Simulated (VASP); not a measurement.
The system is GaSbTe2S.

```
CELL_PARAMETERS angstrom
4.56904 0.00000 0.00000
-2.28452 3.95690 0.00000
0.00000 0.00000 7.82973
ATOMIC_POSITIONS crystal
Ga 0.66667 0.33333 0.61163
Sb 0.00000 0.00000 0.02616
Te 0.33333 0.66667 0.73381
Te 0.66667 0.33333 0.27174
S 0.33333 0.66667 0.35665
```

The cell was generated, and may not be a known phase.

- Program: VASP 6.6.1
- Task: relaxation of cell and atoms
- Functional: PBE
- Potentials or basis: VASP PAW PBE potentials, release 64 (Ga_d, Sb, Te, S)
- Cutoff: 600 eV
- k mesh: 6 × 6 × 2
- Occupations: gaussian, width 0.1 eV
- Spin: no spin polarisation

At the start: pressure 2.1 GPa; volume 28.31 Å³/atom.

Problem. How do energy, volume and symmetry change on relaxing?

Solution. Over 63 steps the energy falls by 477.2 meV/atom and the volume is 32.56 Å³/atom (+15.0 %); space group P3m1 (No. 156, to 0.1 Å) before and after.

The path:
| step | energy change (eV) | largest force (eV/Å) | pressure (GPa) | volume (Å³) |
| --- | --- | --- | --- | --- |
| 1 | 0.0000 | 2.2326 | 2.14 | 141.56 |
| 3 | -0.3591 | 0.7830 | -2.59 | 156.41 |
| 5 | -0.5783 | 0.6321 | 0.32 | 144.97 |
| 7 | -0.7106 | 0.1922 | -0.10 | 145.18 |
| 9 | -0.7221 | 0.1779 | -0.06 | 145.25 |
| 11 | -0.7280 | 0.1623 | -0.03 | 144.88 |
| 13 | -0.7362 | 0.4685 | 0.53 | 141.50 |
| 15 | -0.7498 | 0.2108 | 0.07 | 143.36 |
| 17 | -0.7769 | 0.4097 | -1.21 | 146.84 |
| 19 | -0.7899 | 0.6856 | -2.37 | 151.57 |
| 21 | -0.7949 | 0.7119 | -2.43 | 151.82 |
| 23 | -0.8172 | 0.8077 | -2.52 | 152.85 |
| 25 | -0.9068 | 1.1079 | -2.25 | 156.94 |
| 27 | -0.9415 | 1.3950 | -1.56 | 159.67 |
| 29 | -1.0092 | 1.5866 | -0.92 | 161.39 |
| 31 | -1.0019 | 2.3855 | 0.40 | 164.28 |
| 33 | -1.1823 | 1.3126 | -0.47 | 163.04 |
| 35 | -1.3677 | 1.7419 | -1.54 | 162.83 |
| 37 | -1.7491 | 1.1774 | -1.13 | 161.63 |
| 39 | -1.7427 | 2.3400 | 4.75 | 144.55 |
| 41 | -2.1230 | 0.6044 | 0.44 | 152.57 |
| 43 | -2.2075 | 0.5457 | -0.59 | 155.27 |
| 45 | -2.3104 | 0.1838 | 0.99 | 151.58 |
| 47 | -2.3312 | 0.2812 | 0.86 | 153.39 |
| 49 | -2.3533 | 0.3442 | -0.08 | 157.66 |
| 51 | -2.3582 | 0.3757 | -0.57 | 159.85 |
| 53 | -2.3695 | 0.1853 | 0.15 | 158.76 |
| 55 | -2.3745 | 0.0953 | 0.16 | 160.18 |
| 57 | -2.3771 | 0.0971 | -0.09 | 160.95 |
| 59 | -2.3789 | 0.1061 | -0.22 | 161.70 |
| 61 | -2.3833 | 0.0943 | 0.17 | 162.32 |
| 63 | -2.3859 | 0.0299 | 0.10 | 162.78 |

Final structure:
```yaml
crystal:
  lattice:
    - [4.06111, 0.00000, 0.00000]
    - [-2.03056, 3.51703, 0.00000]
    - [0.00000, 0.00000, 11.39684]
  atoms:
    - { symbol: Ga, position: [0.66667, 0.33333, 0.42785] }
    - { symbol: Sb, position: [0.00000, 0.00000, 0.01976] }
    - { symbol: Te, position: [0.33333, 0.66667, 0.85792] }
    - { symbol: Te, position: [0.66667, 0.33333, 0.19571] }
    - { symbol: S, position: [0.33333, 0.66667, 0.49877] }
```

Caveat: the k points lie up to 0.30 Å⁻¹ apart in the final cell; a cell axis changed by over 15 % at a fixed basis, so the end point is rough; this functional lacks dispersion, which binds layers or chains, so the pressure and a relaxed spacing across them are unreliable.
